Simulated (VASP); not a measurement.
Hf2C:

```
CELL_PARAMETERS angstrom
3.55962 0.00000 0.00000
-1.77981 3.08272 0.00000
0.00000 0.00000 5.57698
ATOMIC_POSITIONS crystal
Hf 0.00000 0.00000 0.31400
Hf 0.00000 0.00000 0.68600
C 0.00000 0.00000 0.00000
```

The cell was built from a structure type or drawn by symmetry, and may not be a known phase.

- Program: VASP 6.6.1
- Task: relaxation of cell and atoms
- Functional: PBE
- Potentials or basis: VASP PAW PBE potentials, release 64 (Hf_pv, C)
- Cutoff: 600 eV
- k mesh: 6 × 6 × 4
- Occupations: gaussian, width 0.1 eV
- Spin: no spin polarisation

At the start: pressure 42.1 GPa; volume 20.40 Å³/atom.

How do energy, volume and symmetry change on relaxing?

Over 14 steps the energy falls by 1956.0 meV/atom and the volume is 19.51 Å³/atom (-4.4 %); space group P6/mmm (No. 191, to 0.1 Å) before and after.

Step by step:
| step | energy change (eV) | largest force (eV/Å) | pressure (GPa) | volume (Å³) |
| --- | --- | --- | --- | --- |
| 1 | 0.0000 | 4.8357 | 42.12 | 61.20 |
| 2 | -0.1615 | 1.6190 | -18.85 | 104.33 |
| 3 | -4.7818 | 1.0145 | -13.78 | 79.17 |
| 4 | -4.9090 | 0.7755 | -11.80 | 77.43 |
| 5 | -4.9927 | 0.1603 | -6.68 | 74.10 |
| 6 | -4.9959 | 0.2703 | -7.53 | 74.58 |
| 7 | -5.5465 | 0.9181 | -1.38 | 64.98 |
| 8 | -5.6759 | 1.6303 | 4.12 | 60.06 |
| 9 | -5.8390 | 0.6205 | 2.30 | 57.76 |
| 10 | -5.8404 | 0.6900 | 2.33 | 57.94 |
| 11 | -5.8593 | 0.3651 | 0.03 | 59.08 |
| 12 | -5.8607 | 0.2515 | -0.74 | 59.49 |
| 13 | -5.8642 | 0.1869 | -0.54 | 59.23 |
| 14 | -5.8680 | 0.0065 | 0.07 | 58.52 |

Final structure:
```yaml
crystal:
  lattice:
    - [3.06096, 0.00000, 0.00000]
    - [-1.53048, 2.65087, 0.00000]
    - [0.00000, 0.00000, 7.21182]
  atoms:
    - { symbol: Hf, position: [0.00000, 0.00000, 0.29365] }
    - { symbol: Hf, position: [0.00000, 0.00000, 0.70635] }
    - { symbol: C, position: [0.00000, 0.00000, 0.00000] }
```

Caveat: a cell axis changed by over 15 % at a fixed basis, so the end point is rough.
